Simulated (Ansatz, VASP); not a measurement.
# Two plane-wave programs on Ta4C3

The input INCAR:

```
ALGO = Normal
EDIFF = 1E-6
ENCUT = 520
GGA = PS
ISIF = 2
ISMEAR = 0
LASPH = True
LCHARG = False
LREAL = False
LWAVE = False
NBANDS = 37
NELM = 80
PREC = Accurate
SIGMA = 0.15
```

Contents of KPOINTS:

```
k-points
0
Gamma
  12 12 12
```

File POSCAR:

```
Ta4C3
1.0
    1.5516367303      0.8958378839     10.1645109695
   -1.5516367303      0.8958378839     10.1645109695
    0.0000000000     -1.7916757678     10.1645109695
Ta C
4 3
Direct
    0.3733722057      0.3733722057      0.3733722057
    0.6244615989      0.6244615989      0.6244615989
    0.2096180968      0.2096180968      0.2096180968
    0.8001363603      0.8001363603      0.8001363603
    0.5025935066      0.5025935066      0.5025935066
    0.9960170748      0.9960170748      0.9960170748
    0.0845400886      0.0845400886      0.0845400886
```

Input for Ansatz:

```yaml
crystal:
  lattice:
    - [1.5516367303, 0.8958378839, 10.1645109695]
    - [-1.5516367303, 0.8958378839, 10.1645109695]
    - [0.0, -1.7916757678, 10.1645109695]
  atoms:
    - { symbol: Ta, position: [0.3733722057, 0.3733722057, 0.3733722057] }
    - { symbol: Ta, position: [0.6244615989, 0.6244615989, 0.6244615989] }
    - { symbol: Ta, position: [0.2096180968, 0.2096180968, 0.2096180968] }
    - { symbol: Ta, position: [0.8001363603, 0.8001363603, 0.8001363603] }
    - { symbol: C, position: [0.5025935066, 0.5025935066, 0.5025935066] }
    - { symbol: C, position: [0.9960170748, 0.9960170748, 0.9960170748] }
    - { symbol: C, position: [0.0845400886, 0.0845400886, 0.0845400886] }
basis:
  ecutwfc: 420
kpoints:
  mp_grid: { grid: [12, 12, 12] }
hamiltonian:
  xc: pbesol
scf:
  occupations: { method: gaussian, width: 0.15 }
output:
  forces: true
  stress: true
  eigenvalues: true
```

Alike in both runs: task single point; functional PBEsol; k mesh 12 × 12 × 12; occupations gaussian, width 0.15 eV; no spin polarisation.

|  | VASP | Ansatz |
| --- | --- | --- |
| version | VASP 6.6.1 | Ansatz 0.2.0 |
| potentials or method | VASP PAW PBE potentials, release 64 (Ta_pv, C), cutoff 520 eV | scalar-relativistic, plane waves, PAW |
| valence electrons in the cell | 56 | 64 |

```tsv
	VASP	Ansatz	Ansatz less VASP
gap on the k mesh at the Fermi level (eV)	none	none	-
pressure (GPa)	3.3	2.5	-0.75
traceless stress, the component that is largest in VASP (GPa)	-0.84	-0.83	+0.011
rms of the force components (eV/Å)	1.060	1.052	-0.0078
```

VASP's potentials were made for PBE, not for PBEsol. Atom by atom the forces differ by 0.016 eV/Å (rms over components). A gap of «none» marks a metal or a gap that the smearing closes. The functional is the same, so the differences come from potentials, cutoffs and numerics. VASP's potentials hold 56 valence electrons a cell and Ansatz's 64, so a difference there can come from the potentials and not from the codes.

Spin-orbit coupling is off throughout.
